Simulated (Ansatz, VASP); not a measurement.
One calculation of LiH, two programs

```
CELL_PARAMETERS angstrom
-0.06695 2.03139 2.03139
2.03139 -0.06695 2.03139
2.03139 2.03139 -0.06695
ATOMIC_POSITIONS crystal
Li 0.00000 0.00000 0.00000
H 0.50000 0.50000 0.50000
```

Change from the starting cell: epitaxial_111 strain +4.8%.

Alike in both runs: task single point; functional r2SCAN; k mesh 10 × 10 × 10; no spin polarisation.

|  | VASP | Ansatz |
| --- | --- | --- |
| version | VASP 6.6.1 | Ansatz 0.2.0 |
| potentials or method | VASP PAW PBE potentials, release 64 (Li_sv, H) | plane waves, PAW |
| plane-wave cutoff (eV) | 520 | 500 |
| occupations | gaussian, width 0.01 eV | fixed |
| valence electrons in the cell | 4 | 4 |

VASP gave:

- gap on the k mesh at the Fermi level (eV): 3.63

**Question.** Which values does Ansatz return?

**Answer.** gap on the k mesh at the Fermi level (eV): 3.68.

VASP's potentials were made for PBE, not for r2SCAN.

Noted on VASP's run: the cutoff is under 1.25 times that of the potentials, so the pressure is a little rough.
